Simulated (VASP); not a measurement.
# Al3GaN4 in VASP: further runs

Aim: see how the results for Al3GaN4 move with the level of theory and the settings. Levels: r2SCAN+rVV10, PBEsol. Tasks: single point.

Everything below comes from runs of VASP 6.6.1. Logs are shortened: lines on timing, memory, paths and dates and some standing lists are left out, and cuts for length are marked.

### Step 1. The cell of the first run

Symmetry: P-43m, No. 215, cubic system. The conventional cell has a = 4.395 Å, b = 4.395 Å, c = 4.395 Å, α = 90.00°, β = 90.00°, γ = 90.00°. Al (site symmetry -42m) has 4 N at 1.89 Å within 2.5 Å. Within 2.6 Å of Ga (site symmetry -43m) lie 4 N at 1.95 Å. N (site symmetry 3m) has 3 Al at 1.89 Å and 1 Ga at 1.95 Å within 2.5 Å.

### Step 2. Single point, r2SCAN+rVV10

Contents of POSCAR:

```
Al3GaN4
1.0
    4.3950868155      0.0000000000      0.0000000000
    0.0000000000      4.3950868155      0.0000000000
    0.0000000000      0.0000000000      4.3950868155
Al Ga N
3 1 4
Direct
    0.5000000000      0.5000000000      0.0000000000
    0.5000000000      0.0000000000      0.5000000000
    0.0000000000      0.5000000000      0.5000000000
    0.0000000000      0.0000000000      0.0000000000
    0.7444870850      0.7444870850      0.2555129150
    0.7444870850      0.2555129150      0.7444870850
    0.2555129150      0.7444870850      0.7444870850
    0.2555129150      0.2555129150      0.2555129150
```

Contents of INCAR.step1:

```
SYSTEM = Al3GaN4
PREC = Accurate
ENCUT = 520
ISMEAR = -1
SIGMA = 0.03
LREAL = .False.
LASPH = .True.
NELM = 80
NBANDS = 31
GGA = PE
ALGO = Normal
EDIFF = 1E-4
LWAVE = .True.
LCHARG = .False.
```

Contents of INCAR.step2:

```
SYSTEM = Al3GaN4
PREC = Accurate
ENCUT = 520
EDIFF = 1E-7
ISMEAR = -1
SIGMA = 0.03
LREAL = .False.
LASPH = .True.
NELM = 80
ALGO = Normal
ISIF = 2
LWAVE = .False.
LCHARG = .False.
METAGGA = R2SCAN
LMIXTAU = .True.
LUSE_VDW = .True.
IVDW_NL = 2
BPARAM = 11.95
CPARAM = 0.0093
NBANDS = 31
ISTART = 1
```

Contents of KPOINTS:

```
regular mesh
0
Gamma
  6 6 6
  0 0 0
```

Potentials or basis: VASP PAW PBE potentials, release 64 (Al, Ga_d, N).

Command:

```sh
> cat potpaw_PBE.64/Al/POTCAR potpaw_PBE.64/Ga_d/POTCAR potpaw_PBE.64/N/POTCAR > POTCAR
> cp INCAR.step1 INCAR
> mpirun -np 1 vasp_std > vasp.out
> cp INCAR.step2 INCAR
> mpirun -np 1 vasp_std > vasp.out
```

OUTCAR:

```text
SYSTEM = Al3GaN4
   PREC = Accurate
   ENCUT = 520
   EDIFF = 1E-7
   ISMEAR = -1
   LREAL = .False.
   LASPH = .True.
   NELM = 80
   ISIF = 2
   METAGGA = R2SCAN
   IVDW_NL = 2
   BPARAM = 11.95
   ISTART = 1

 ion  position               nearest neighbor table
   1  0.500  0.500  0.000-   5 1.89   6 1.89   7 1.89   8 1.89   3 3.11   4 3.11   2 3.11   2 3.11
                             3 3.11   2 3.11   4 3.11   2 3.11   3 3.11   4 3.11   3 3.11   4 3.11
   2  0.500  0.000  0.500-   5 1.89   6 1.89   7 1.89   8 1.89   3 3.11   4 3.11   1 3.11   1 3.11
                             4 3.11   1 3.11   3 3.11   1 3.11   3 3.11   4 3.11   4 3.11   3 3.11
   3  0.000  0.500  0.500-   5 1.89   6 1.89   7 1.89   8 1.89   2 3.11   4 3.11   1 3.11   1 3.11
                             4 3.11   2 3.11   4 3.11   4 3.11   1 3.11   2 3.11   1 3.11   2 3.11
   4  0.000  0.000  0.000-   5 1.95   6 1.95   7 1.95   8 1.95   2 3.11   3 3.11   1 3.11   2 3.11
                             3 3.11   1 3.11   3 3.11   3 3.11   1 3.11   2 3.11   2 3.11   1 3.11
   5  0.744  0.744  0.256-   1 1.89   2 1.89   3 1.89   4 1.95
   6  0.744  0.256  0.744-   1 1.89   2 1.89   3 1.89   4 1.95
   7  0.256  0.744  0.744-   1 1.89   2 1.89   3 1.89   4 1.95
   8  0.256  0.256  0.256-   1 1.89   2 1.89   3 1.89   4 1.95

  LATTYP: Found a simple cubic cell.
 ALAT       =     4.3950868155

  Lattice vectors:

 A1 = (   4.3950868155,   0.0000000000,   0.0000000000)
 A2 = (   0.0000000000,   4.3950868155,   0.0000000000)
 A3 = (   0.0000000000,   0.0000000000,   4.3950868155)

Analysis of symmetry for initial positions (statically):
=====================================================================
 Subroutine PRICEL returns:
 Original cell was already a primitive cell.

 Routine SETGRP: Setting up the symmetry group for a
 simple cubic supercell.

 Subroutine GETGRP returns: Found 24 space group operations
 (whereof 24 operations were pure point group operations)
 out of a pool of 48 trial point group operations.

The static configuration has the point symmetry T_d .

Analysis of symmetry for dynamics (positions and initial velocities):
=====================================================================
 Subroutine PRICEL returns:
 Original cell was already a primitive cell.

 Routine SETGRP: Setting up the symmetry group for a
 simple cubic supercell.

 Subroutine GETGRP returns: Found 24 space group operations
 (whereof 24 operations were pure point group operations)
 out of a pool of 48 trial point group operations.

The dynamic configuration has the point symmetry T_d .

[... 113 lines left out ...]
   POTIM  = 0.5000    time-step for ionic-motion
   TEBEG  =    0.0;   TEEND  =   0.0 temperature during run
   PSTRESS=    0.0 pullay stress
   NELECT =      42.0000    total number of electrons
   NUPDOWN=      -1.0000    fix difference up-down
   EMIN   =  10.00;   EMAX   =-10.00  energy-range for DOS
   EFERMI =   0.00;   METHOD = LEGACY
   ISMEAR =    -1;   SIGMA  =   0.03  broadening in eV -4-tet -1-fermi 0-gaus
   EFERMI_NEDOS =   21; number of points for ismear=-14 and -15
   IALGO  =     38    algorithm
   IMIX   =      4    mixing-type and parameters
     AMIX     =   0.40;   BMIX     =  1.00
     AMIX_MAG =   1.60;   BMIX_MAG =  1.00
  volume/ion in A,a.u.               =      10.61        71.62
  Fermi-wavevector in a.u.,A,eV,Ry     =   1.294764  2.446748 22.808979  1.676413
  Thomas-Fermi vector in A             =   2.426326
   LORBIT       =      0    0 simple, 1 ext, 2 COOP (PROOUT), +10 PAW based schemes
   METAGGA = R2SCAN    functional components
   LHFCALC =     F    Hartree Fock is set to
   AEXX    =    0.0000 exact exchange contribution
   IVDW_NL    =     2    kernel type
   BPARAM     =11.9500
   IVDW    =     0    specifies the selected vdW correction
   LEPSILON=     F    determine dielectric tensor
   LRPA    =     F    only Hartree local field effects (RPA)
 non-spin polarized calculation
  energy-cutoff  :      520.00
  volume of cell :       84.90
 maximum number of plane-waves:      2320
 NGX is ok and might be reduce to    36
   NGX = 17   NGY = 17   NGZ = 17

 number of electron      41.9999994 magnetization

 Free energy of the ion-electron system (eV)
  ---------------------------------------------------
  ext. energy  EPLUGINS =         0.00000000
  ---------------------------------------------------
  free energy    TOTEN  =       -78.38286494 eV

  energy without entropy =      -78.38286494  energy(sigma->0) =      -78.38286494

 E-fermi :   6.2212     XC(G=0): -11.8156

 val. band max:        5.5227464425   @ k =   0.0000   0.0000   0.0000
 cond. band min:       9.4836376959   @ k =   0.0000   0.0000   0.0000
 fundamental gap:      3.9608912534
 Fermi energy:         6.2212429889

 k-point     1 :       0.0000    0.0000    0.0000
  band No.  band energies     occupation
      1     -10.4862      2.00000
      2      -8.5383      2.00000
      3      -8.5383      2.00000
      4      -8.5383      2.00000
      5      -7.4114      2.00000
      6      -7.4114      2.00000
[... 669 lines left out ...]
     30      17.0459      0.00000
     31      17.0462      0.00000

------------------------ aborting loop because EDIFF is reached ----------------------------------------

  FORCE on cell =-STRESS in cart. coord.  units (eV):
  Direction    XX          YY          ZZ          XY          YZ          ZX
  --------------------------------------------------------------------------------------
  -------------------------------------------------------------------------------------
  Total        0.0188563      0.0188563      0.0188563     -0.0000000     -0.0000000      0.0000000
  in kB        0.3558487      0.3558487      0.3558487     -0.0000000     -0.0000000      0.0000000
  external PRESSURE =       0.3558487 kB  Pullay stress =       0.0000000 kB

 VOLUME and BASIS-vectors are now :
 -----------------------------------------------------------------------------
  energy-cutoff  :      520.00
  volume of cell :       84.90
      direct lattice vectors                 reciprocal lattice vectors
     4.395086816  0.000000000  0.000000000     0.227526791  0.000000000  0.000000000
     0.000000000  4.395086816  0.000000000     0.000000000  0.227526791  0.000000000
     0.000000000  0.000000000  4.395086816     0.000000000  0.000000000  0.227526791

 POSITION                                       TOTAL-FORCE (eV/Angst)
 -----------------------------------------------------------------------------------
      2.19754      2.19754      0.00000         0.000000     -0.000000      0.000000
      2.19754      0.00000      2.19754         0.000000     -0.000000      0.000000
      0.00000      2.19754      2.19754         0.000000      0.000000      0.000000
      0.00000      0.00000      0.00000         0.000000      0.000000      0.000000
      3.27209      3.27209      1.12300        -0.043166     -0.043166      0.043166
      3.27209      1.12300      3.27209        -0.043166      0.043166     -0.043166
      1.12300      3.27209      3.27209         0.043166     -0.043166     -0.043166
      1.12300      1.12300      1.12300         0.043166      0.043166      0.043166
 -----------------------------------------------------------------------------------
    total drift:                                0.000000      0.000000      0.000000

  FREE ENERGIE OF THE ION-ELECTRON SYSTEM (eV)
  ---------------------------------------------------
  free  energy   TOTEN  =       -78.3828649426 eV

  energy  without entropy=      -78.3828649426  energy(sigma->0) =      -78.38286494
```

Run time: 2 min. Hardware: 1 thread of Intel Xeon 6975P-C (Granite Rapids), shared host; peak memory 0.42 GiB.

What came out:

```
Free energy            : -78.3829 eV
Pressure               : 0.0 GPa
Largest force          : 0.075 eV/Å
Band gap on the k mesh : 3.96 eV, direct
```

Forces in eV/Å, atoms in the order of the input:
```
Al   0.000  0.000  0.000
Al   0.000  0.000  0.000
Al   0.000  0.000  0.000
Ga   0.000  0.000  0.000
N   -0.043 -0.043  0.043
N   -0.043  0.043 -0.043
N    0.043 -0.043 -0.043
N    0.043  0.043  0.043
```

Levels at points of the mesh, in eV from the valence-band top:
```tsv
k point	band 19	band 20	band 21	band 22	band 23	band 24
(0.00, 0.00, 0.00)	0.00	0.00	0.00	3.96	3.96	3.96
(0.50, 0.00, 0.00)	-1.26	-0.95	-0.95	6.25	6.30	6.76
(0.50, 0.50, 0.00)	-0.58	-0.53	-0.53	8.06	8.28	8.28
(0.50, 0.50, 0.50)	-0.36	-0.36	-0.36	6.21	7.80	7.80
```

Caveat: the PAW data sets were made with another functional, which shifts forces and pressure a little.

### Step 3. Single point, PBEsol

This run uses another cell than the first one, of 10.70 Å³/atom, 1.008 times its volume.

Contents of INCAR:

```
PREC = Accurate
ENCUT = 520
EDIFF = 1E-6
ISMEAR = -1
SIGMA = 0.05
LREAL = False
LASPH = True
NELM = 100
ALGO = Normal
ISIF = 2
LWAVE = False
LCHARG = False
GGA = PS
NBANDS = 31
```

Contents of KPOINTS:

```
Automatic mesh
0
Gamma
  4 4 4
```

Contents of POSCAR:

```
Al3GaN4
1.0
    4.4072812623      0.0000452566      0.0000171269
    0.0000454300      4.4072448803      0.0000066323
    0.0000179681      0.0000064505      4.4069991442
Al Ga N
3 1 4
Direct
    0.4937785525      0.5055645142     -0.0003177558
    0.4937779936      0.0055580388      0.4996808980
   -0.0062213780      0.5055581488      0.4996797564
   -0.0062249142      0.0055612508     -0.0003196126
    0.7384850903      0.7502709293      0.2549689285
    0.7384849249      0.2608499679      0.7443908050
    0.2490672743      0.7502696611      0.7443899701
    0.2490642158      0.2608494903      0.2549742256
```

Potentials or basis: VASP PAW PBE potentials, release 64 (Al, Ga_d, N).

Command:

```sh
> cat potpaw_PBE.64/Al/POTCAR potpaw_PBE.64/Ga_d/POTCAR potpaw_PBE.64/N/POTCAR > POTCAR
> mpirun -np 1 vasp_std > vasp.out
```

Run time: 34 s. Hardware: 1 thread of Intel Xeon 6975P-C (Granite Rapids), shared host; peak memory 0.24 GiB.

Results (log left out):

```yaml
Free_energy: -59.9501 eV
Pressure: -0.1 GPa
Largest_force: 0.008 eV/Å
Band_gap_on_the_k_mesh: 3.32 eV, direct
```

Forces on the atoms (eV/Å):
```
Al   0.000  0.000  0.000
Al   0.000  0.000  0.000
Al   0.000  0.000  0.000
Ga   0.000  0.000  0.000
N    0.005  0.005 -0.005
N    0.005 -0.005  0.004
N   -0.005  0.005  0.005
N   -0.004 -0.005 -0.005
```

Levels at points of the mesh, in eV from the valence-band top:
```
           k point  band 19  band 20  band 21  band 22  band 23  band 24
(0.00, 0.00, 0.00)     0.00     0.00     0.00     3.32     3.32     3.32
(0.50, 0.00, 0.00)    -1.21    -0.94    -0.94     5.52     5.58     6.05
(0.00, 0.50, 0.00)    -1.21    -0.94    -0.94     5.52     5.58     6.05
(0.50, 0.50, 0.00)    -0.55    -0.54    -0.54     7.29     7.47     7.47
(0.00, 0.00, 0.50)    -1.21    -0.94    -0.94     5.52     5.58     6.05
(0.50, 0.00, 0.50)    -0.55    -0.54    -0.54     7.29     7.47     7.47
(0.00, 0.50, 0.50)    -0.55    -0.54    -0.54     7.29     7.47     7.47
(0.50, 0.50, 0.50)    -0.38    -0.38    -0.38     5.46     6.91     6.91
```

Caveat: the PAW data sets were made with another functional, which shifts forces and pressure a little. PBEsol gaps usually lie below the measured ones, often by a third to a half.
